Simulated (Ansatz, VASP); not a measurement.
BiBrO: VASP beside Ansatz

```
Bi Br O
1.0
     3.75320    0.00000    0.00000
     0.00000    3.75320    0.00000
     0.00000    0.00000    8.28110
Bi Br O
2 2 2
Cartesian
  0.0000 1.8766 1.3048
  1.8766 0.0000 6.9763
  0.0000 1.8766 5.3970
  1.8766 0.0000 2.8841
  0.0000 0.0000 0.0000
  1.8766 1.8766 0.0000
```

Alike in both runs: task single point; functional LDA; k mesh 8 × 8 × 4; occupations gaussian, width 0.05 eV; no spin polarisation.

|  | VASP | Ansatz |
| --- | --- | --- |
| version | VASP 6.6.1 | Ansatz 0.2.0 |
| potentials or method | VASP PAW LDA potentials, release 64 (Bi_d, Br, O), cutoff 520 eV | scalar-relativistic, plane waves, PAW |
| valence electrons in the cell | 56 | 56 |

|  | VASP | Ansatz | Ansatz less VASP |
| --- | --- | --- | --- |
| gap on the k mesh at the Fermi level (eV) | 2.33 | 2.35 | +0.018 |
| least direct gap on the mesh (eV) | 2.70 | 2.71 | +0.007 |
| pressure (GPa) | 3.6 | 3.2 | -0.34 |
| traceless stress, the component that is largest in VASP (GPa) | -4.01 | -3.98 | +0.027 |
| rms of the force components (eV/Å) | 0.084 | 0.113 | +0.0289 |

LDA's correlation is that of Perdew and Zunger in VASP and of Perdew and Wang (1992) in Ansatz. Atom by atom the forces differ by 0.029 eV/Å (rms over components).

Spin-orbit coupling is off throughout.
